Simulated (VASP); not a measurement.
# AgCl (P1) in VASP: further runs, part 2 of 2

VASP 6.6.1.

## 4. Single point, PBEsol

INCAR reads:

```
PREC     = Accurate       # precision mode
ENCUT    = 520            # plane-wave cutoff, eV
EDIFF    = 1E-6           # SCF threshold, eV
ISMEAR   = -1             # smearing method
SIGMA    = 0.02           # smearing width, eV
LREAL    = Auto         
LASPH    = T              # aspherical terms in the spheres
NELM     = 60             # most SCF steps
ALGO     = Normal         # electronic algorithm
ISIF     = 2              # what is computed and relaxed
LWAVE    = F              # write WAVECAR
LCHARG   = T              # write CHGCAR
GGA      = PS             # functional
LELF     = T              # ELF
LVHAR    = T            
NBANDS   = 86             # bands
```

KPOINTS reads:

```
Automatic mesh
0
Gamma
  2 2 2
```

POSCAR reads:

```
AgCl
1.0
    0.0000000000      5.5463451273      5.5463451273
    5.5463451273      0.0000000000      5.5463451273
    5.5463451273      5.5463451273      0.0000000000
Ag Cl
8 8
Direct
    0.0000680628      0.0030877090      0.0050663093
   -0.0100987224      0.0016353111      0.5017033625
    0.0150471163      0.4787627598     -0.0010117474
   -0.0002097778      0.5003396717      0.4971775893
    0.5027670359     -0.0023446972     -0.0061955214
    0.5046358342     -0.0027191781      0.5053561283
    0.4895934958      0.5121620517     -0.0127838240
    0.4891926914      0.5032794455      0.4999260660
    0.2406399114      0.2481003198      0.2782087960
    0.2476498430      0.2355485405      0.7652829751
    0.2464471591      0.7430536516      0.2544499067
    0.2441006589      0.7461777810      0.7625051097
    0.7529961451      0.2506776027      0.2589129358
    0.7591886915      0.2633073612      0.7297363231
    0.7560250767      0.7645420367      0.2483224481
    0.7540142029      0.7425219501      0.7428740739
```

On the command line:

```bash
$ cat potpaw_PBE.64/Ag/POTCAR potpaw_PBE.64/Cl/POTCAR > POTCAR
$ mpirun -np 1 vasp_std > vasp.out
```

Run time: 17 min. Hardware: 1 thread of Oxide Virtual Turin-like, shared host; peak memory 0.51 GiB.

It converged, with:

```yaml
Free_energy: -48.0915 eV
Pressure: -2.2 GPa
Largest_force: 0.406 eV/Å
Band_gap_on_the_k_mesh: 0.68 eV
```

Forces in eV/Å, atoms in the order of the input:
```
Ag  -0.008 -0.113 -0.095
Ag  -0.030  0.129  0.033
Ag   0.222 -0.012  0.039
Ag   0.065 -0.004  0.050
Ag   0.048  0.161  0.038
Ag  -0.052 -0.090 -0.023
Ag  -0.047  0.217 -0.071
Ag   0.016  0.040  0.090
Cl  -0.347 -0.004  0.125
Cl  -0.046  0.152  0.077
Cl   0.040  0.220  0.173
Cl  -0.159 -0.188 -0.105
Cl   0.048 -0.232  0.090
Cl   0.186 -0.020 -0.360
Cl  -0.096 -0.383 -0.072
Cl   0.161  0.129  0.012
```

Stress tensor (GPa, compression positive):
```
-2.05 -0.02 -0.01
-0.02 -2.23 -0.02
-0.01 -0.02 -2.24
```

Levels at points of the mesh, in eV from the valence-band top:
```csv
k point,band 70,band 71,band 72,band 73,band 74,band 75
"(0.00, 0.00, 0.00)",-0.07,-0.06,0.00,0.68,2.19,2.21
"(0.50, 0.00, 0.00)",-0.82,-0.80,-0.64,2.63,2.75,3.55
"(0.00, 0.50, 0.00)",-0.78,-0.77,-0.69,2.66,2.69,3.58
"(0.00, 0.00, 0.50)",-0.79,-0.74,-0.63,2.63,2.75,3.58
"(0.50, 0.50, 0.50)",-0.84,-0.75,-0.63,2.63,2.77,3.58
"(0.50, 0.50, 0.00)",-0.16,-0.12,-0.11,3.21,3.23,3.98
"(0.00, 0.50, 0.50)",-0.16,-0.12,-0.11,3.21,3.23,3.98
"(0.50, 0.00, 0.50)",-0.16,-0.13,-0.07,3.18,3.22,3.97
```

Caveat: the k points lie up to 0.49 Å⁻¹ apart; the atoms stand as in a frame of molecular dynamics; the PAW data sets were made with another functional, which shifts forces and pressure a little.

## 5. Single point, PBE

INCAR reads:

```
SYSTEM = AgCl
PREC = Accurate
ENCUT = 520
EDIFF = 1E-6
ISMEAR = -1
SIGMA = 0.069
LREAL = Auto
LASPH = .TRUE.
NELM = 100
ALGO = Normal
ISIF = 2
LWAVE = .FALSE.
LCHARG = .FALSE.
GGA = PE
NBANDS = 86
```

KPOINTS reads:

```
Automatic mesh
0
G
  2 2 2
  0 0 0
```

POSCAR reads:

```
AgCl
1.0
    0.0000000000      5.5463451273      5.5463451273
    5.5463451273      0.0000000000      5.5463451273
    5.5463451273      5.5463451273      0.0000000000
Ag Cl
8 8
Direct
    0.0067925813     -0.0019232485      0.0077431171
    0.0025042618      0.0164491206      0.4823505279
   -0.0008358658      0.5098191575     -0.0022492289
   -0.0004319060      0.4985581381      0.4915032219
    0.5124717151     -0.0081354476     -0.0060623707
    0.5086908469     -0.0254275558      0.5174995306
    0.5046991191      0.4761825021      0.0060090923
    0.5109753243      0.5040266042      0.4892114424
    0.2483271359      0.2508473541      0.2523744859
    0.2425911964      0.2410427893      0.7546961835
    0.2639680666      0.7497685241      0.2457131622
    0.2069310462      0.7855879683      0.7441303967
    0.7373151880      0.2875813646      0.2440858744
    0.7205921933      0.2772027281      0.7741519688
    0.7177267027      0.7721632718      0.2640764263
    0.7494883395      0.7502562326      0.7539963533
```

On the command line:

```bash
$ cat potpaw_PBE.64/Ag/POTCAR potpaw_PBE.64/Cl/POTCAR > POTCAR
$ mpirun -np 1 vasp_std > vasp.out
```

Run time: 13 min. Hardware: 1 thread of Oxide Virtual Turin-like, shared host; peak memory 0.52 GiB.

The run converged. Its results:

```
Free energy            : -42.6715 eV
Pressure               : 2.6 GPa
Largest force          : 1.032 eV/Å
Band gap on the k mesh : 0.90 eV
```

Forces on the atoms (eV/Å):
```
Ag   0.120 -0.012 -0.116
Ag   0.019 -0.215 -0.189
Ag  -0.085  0.076  0.081
Ag   0.057  0.079  0.058
Ag   0.066 -0.218  0.065
Ag   0.407 -0.116  0.070
Ag   0.988 -0.239  0.114
Ag   0.358  0.099 -0.332
Cl   0.155 -0.157 -0.059
Cl  -0.036 -0.001  0.249
Cl  -0.095 -0.211 -0.286
Cl  -0.143  0.270 -0.195
Cl  -0.390  0.569 -0.105
Cl  -1.019 -0.153  0.059
Cl  -0.247  0.278  0.405
Cl  -0.155 -0.050  0.180
```

Stress tensor (GPa, compression positive):
```
 3.25  0.25 -0.03
 0.25  2.30  0.06
-0.03  0.06  2.27
```

Levels at points of the mesh, in eV from the valence-band top:
```csv
k point,band 70,band 71,band 72,band 73,band 74,band 75
"(0.00, 0.00, 0.00)",-0.03,-0.02,0.00,0.90,2.38,2.46
"(0.50, 0.00, 0.00)",-0.70,-0.66,-0.52,2.81,2.96,3.87
"(0.00, 0.50, 0.00)",-0.70,-0.65,-0.55,2.86,2.89,3.84
"(0.00, 0.00, 0.50)",-0.70,-0.65,-0.60,2.81,2.94,3.80
"(0.50, 0.50, 0.50)",-0.71,-0.64,-0.55,2.82,2.88,3.74
"(0.50, 0.50, 0.00)",-0.15,-0.07,-0.01,3.30,3.36,4.09
"(0.00, 0.50, 0.50)",-0.15,-0.13,-0.09,3.32,3.40,4.11
"(0.50, 0.00, 0.50)",-0.13,-0.11,-0.03,3.32,3.41,4.14
```

Caveat: the k points lie up to 0.49 Å⁻¹ apart; the atoms stand as in a frame of molecular dynamics; forces of over 1 eV/Å act on the atoms, so gaps and moduli don't describe the material at rest.

## 6. The runs side by side

```csv
level,cell,smearing,gap on the mesh (eV),pressure (GPa),largest force (eV/Å)
PBE,"as given, atomic positions A",fermi-dirac 0.069 eV,0.94,3.4,1.04
PBE,"as given, atomic positions B",fermi-dirac 0.069 eV,0.87,3.8,1.00
PBEsol,"as given, atomic positions C",fermi-dirac 0.02 eV,0.68,-2.2,0.41
PBE,"as given, atomic positions D",fermi-dirac 0.069 eV,0.90,2.6,1.03
```

Alike in all rows: task single point; potentials or basis VASP PAW PBE potentials, release 64 (Ag, Cl); no spin polarisation; k mesh 2 × 2 × 2; cutoff (eV) 520.

Caveats: all runs use coarse meshes; the atoms stand as in a frame of molecular dynamics; forces of over 1 eV/Å act on the atoms, so gaps and moduli don't describe the material at rest (at least some runs); the PAW data sets were made with another functional, which shifts forces and pressure a little (at least some runs).

Total energies depend on the potentials used, so only differences within one code and one set of settings carry meaning.
